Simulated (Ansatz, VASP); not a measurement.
# Ti3H: VASP beside Ansatz

Contents of INCAR:

```
SYSTEM = Ti3H
  PREC = Accurate
  ENCUT = 520
  EDIFF = 1E-6
  ISMEAR = 0
  SIGMA = 0.1
  LREAL = .False.
  LASPH = .True.
  NELM = 60
  ALGO = Normal
  ISIF = 2
  LWAVE = .False.
  LCHARG = .True.
  LDIPOL = .True.
  IDIPOL = 3
  DIPOL = 0.5 0.5 0.308
  GGA = PE
  LELF = .True.
  LVHAR = .True.
  LVACPOTAV = .True.
  NBANDS = 47
```

KPOINTS

```
Automatic mesh
0
Gamma
  6 6 1
  0 0 0
```

POSCAR

```
Ti3H
1.0
    4.6039800811      0.0000000000      0.0000000000
   -2.3019900405      3.9871637087      0.0000000000
    0.0000000000      0.0000000000     22.4969948581
Ti H
6 2
Direct
    0.6666666667      0.3333333333      0.1778015253
    0.3333333333      0.6666666667      0.2195752601
    0.0000000000      0.0000000000      0.2613489950
    0.6666666667      0.3333333333      0.2980583739
    0.3333333333      0.6666666667      0.3304600279
    0.0000000000      0.0000000000      0.3776946615
    0.2863074238      0.7136925762      0.3976973331
    0.3803592429      0.6196407571      0.3976973331
```

Input for Ansatz:

```yaml
crystal:
  lattice:
    - [4.6039800811, 0.0, 0.0]
    - [-2.3019900405, 3.9871637087, 0.0]
    - [0.0, 0.0, 22.4969948581]
  atoms:
    - { symbol: Ti, position: [0.6666666667, 0.3333333333, 0.1778015253] }
    - { symbol: Ti, position: [0.3333333333, 0.6666666667, 0.2195752601] }
    - { symbol: Ti, position: [0.0, 0.0, 0.261348995] }
    - { symbol: Ti, position: [0.6666666667, 0.3333333333, 0.2980583739] }
    - { symbol: Ti, position: [0.3333333333, 0.6666666667, 0.3304600279] }
    - { symbol: Ti, position: [0.0, 0.0, 0.3776946615] }
    - { symbol: H, position: [0.2863074238, 0.7136925762, 0.3976973331] }
    - { symbol: H, position: [0.3803592429, 0.6196407571, 0.3976973331] }
basis:
  ecutwfc: 420
kpoints:
  mp_grid: { grid: [6, 6, 1] }
hamiltonian:
  xc: pbe
scf:
  occupations: { method: gaussian, width: 0.1 }
output:
  forces: true
  eigenvalues: true
  write_density: true
  write_potential: true
  elf: true
  volumetric_format: npy
efield:
  axis: 3
  dipole_correction: true
  ramp_width: 0.04
```

Alike in both runs: task single point; functional PBE; k mesh 6 × 6 × 1; occupations gaussian, width 0.1 eV; no spin polarisation.

|  | VASP | Ansatz |
| --- | --- | --- |
| version | VASP 6.6.1 | Ansatz 0.2.0 |
| potentials or method | VASP PAW PBE potentials, release 64 (Ti_sv, H), cutoff 520 eV | scalar-relativistic, plane waves, PAW |
| valence electrons in the cell | 74 | 74 |

|  | VASP | Ansatz | Ansatz less VASP |
| --- | --- | --- | --- |
| gap on the k mesh at the Fermi level (eV) | none | none | - |
| rms of the force components (eV/Å) | 1.864 | 1.860 | -0.0043 |
| work function, face that differs most (eV) | 2.55 | 2.54 | -0.012 |

Atom by atom the forces differ by 0.007 eV/Å (rms over components). A gap of «none» marks a metal or a gap that the smearing closes. The functional is the same, so the differences come from potentials, cutoffs and numerics. Ansatz's warnings: xc potential rough in thin density.
